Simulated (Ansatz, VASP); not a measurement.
SiC in VASP and in Ansatz

```
CELL_PARAMETERS angstrom
0.00000 2.17400 2.17400
2.17400 0.00000 2.17400
2.17400 2.17400 0.00000
ATOMIC_POSITIONS crystal
Si 0.16263 0.00000 0.00000
C 0.75000 0.75000 0.75000
```

Change from the starting cell: all Si atoms moved -0.500 Å, as atom 1 towards its neighbour atom 1 (Si) at 3.075 Å.

Alike in both runs: task single point; functional r2SCAN; k mesh 12 × 12 × 12; occupations gaussian, width 0.05 eV; no spin polarisation.

|  | VASP | Ansatz |
| --- | --- | --- |
| version | VASP 6.6.1 | Ansatz 0.2.0 |
| potentials or method | VASP PAW PBE potentials, release 64 (Si, C), cutoff 520 eV | scalar-relativistic, plane waves, PAW |
| valence electrons in the cell | 8 | 8 |

|  | VASP | Ansatz | Ansatz less VASP |
| --- | --- | --- | --- |
| gap on the k mesh at the Fermi level (eV) | none | none | - |
| rms of the force components (eV/Å) | 8.791 | 8.868 | +0.0764 |

VASP's potentials were made for PBE, not for r2SCAN. Atom by atom the forces differ by 0.077 eV/Å (rms over components). A gap of «none» marks a metal or a gap that the smearing closes. The functional is the same, so the differences come from potentials, cutoffs and numerics.
